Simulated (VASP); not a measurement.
A run of VASP 6.6.1:

The input INCAR:

```
SYSTEM = Ti4S
PREC = Accurate
ENCUT = 520
EDIFF = 1E-6
ISMEAR = 0
SIGMA = 0.1
LREAL = .FALSE.
LASPH = .TRUE.
NELM = 80
ALGO = Normal
ISIF = 2
LWAVE = .FALSE.
LCHARG = .FALSE.
LDIPOL = .TRUE.
IDIPOL = 3
DIPOL = 0.5 0.5 0.358
GGA = PE
NBANDS = 35
```

KPOINTS

```
Automatic mesh
0
G
  8 8 1
  0 0 0
```

The input POSCAR:

```
Ti4S
1.0
    3.2553359259      0.0000000000      0.0000000000
    0.0000000000      3.2553359259      0.0000000000
    0.0000000000      0.0000000000     20.1793674375
Ti S
4 1
Direct
    0.5000000000      0.5000000000      0.1982222690
    0.0000000000      0.0000000000      0.2788822782
    0.5000000000      0.5000000000      0.3551865247
    0.0000000000      0.0000000000      0.4301109767
    0.0000000000      0.2500000000      0.5288967586
```

Potentials or basis: VASP PAW PBE potentials, release 64 (Ti_sv, S).

Command:

```bash
$ cat potpaw_PBE.64/Ti_sv/POTCAR potpaw_PBE.64/S/POTCAR > POTCAR
$ mpirun -np 1 vasp_std > vasp.out
```

Hardware: 1 thread of Intel(R) Xeon(R) 6975P-C (Granite Rapids) (shared host).

Task: Estimate the wall time of this run.

Result: Wall time 7.5 min on 1 thread of Intel(R) Xeon(R) 6975P-C (Granite Rapids), on a shared host, peak memory 0.36 GiB. Counts: scf iterations 32, k points 25.
